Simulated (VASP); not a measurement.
# MgB2: single point with PBEsol

MgB2:

```
CELL_PARAMETERS angstrom
3.08500 0.00000 0.00000
-1.54250 2.67169 0.00000
0.00000 0.00000 3.52300
ATOMIC_POSITIONS crystal
Mg 0.00000 0.00000 0.00000
B 0.33333 0.66667 0.50000
B 0.63632 0.31063 0.49108
```

This cell differs from its parent crystal: one atom moved.

- Program: VASP 6.6.1
- Task: single point
- Functional: PBEsol
- Potentials or basis: VASP PAW PBE potentials, release 64 (Mg, B)
- Cutoff: 520 eV
- k mesh: 15 × 15 × 10
- Occupations: gaussian, width 0.1 eV
- Spin: no spin polarisation
- Dipole correction: no
- Further INCAR settings: ALGO = Normal; EDIFF = 1e-07; NBANDS = 11

```json
{
  "Pressure": "-2.6 GPa",
  "Largest force": "0.685 eV/Å",
  "Band gap on the k mesh": "zero (bands 4 and 5 overlap by 3.39 eV)"
}
```

Forces in eV/Å, atoms in the order of the input:
```
Mg  -0.150 -0.140 -0.106
B   -0.173 -0.357 -0.239
B    0.323  0.496  0.344
```

Stress tensor (GPa, compression positive):
```
-4.02 -0.55  0.13
-0.55 -1.81  0.10
 0.13  0.10 -1.85
```

Levels at points of the mesh, in eV from the Fermi level:
```csv
k point,band 2,band 3,band 4,band 5,band 6,band 7
"(0.00, 0.00, 0.00)",-2.90,-0.08,0.94,1.68,5.67,6.95
"(0.00, 0.00, 0.50)",-7.40,0.27,1.37,5.96,7.34,7.99
```

It took 120 s on 1 thread of Intel(R) Xeon(R) Platinum 8488C (Sapphire Rapids), with other jobs on the host, peak memory 0.47 GiB.

Caveat: the cell differs from its parent crystal (one atom moved); the PAW data sets were made with another functional, which shifts forces and pressure a little.
